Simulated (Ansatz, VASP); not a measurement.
**Two plane-wave programs on Ta**

```xyz
2
Lattice="3.3214 0.0000 0.0000 0.0000 3.3214 0.0000 0.0000 0.0000 3.3214" Properties=species:S:1:pos:R:3 pbc="T T T"
Ta    0.0000    0.0000    0.0000
Ta    1.6607    1.6607    1.6607
```

Alike in both runs: task single point; functional PBE; k mesh 8 × 8 × 8; occupations fermi-dirac, width 0.0816 eV; no spin polarisation.

|  | VASP | Ansatz |
| --- | --- | --- |
| version | VASP 6.6.1 | Ansatz 0.2.0 |
| potentials or method | VASP PAW PBE potentials, release 64 (Ta_pv) | PAW with Ansatz's default frozen-core files, scalar-relativistic |
| plane-wave cutoff (eV) | 500 | 420 |
| valence electrons in the cell | 22 | 26 |

```csv
,VASP,Ansatz,Ansatz less VASP
pressure (GPa),-0.2,-0.2,-0.09
```

VASP's potentials hold 22 valence electrons a cell and Ansatz's 26, so a difference there can come from the potentials and not from the codes.

Neither program's run includes spin-orbit coupling.
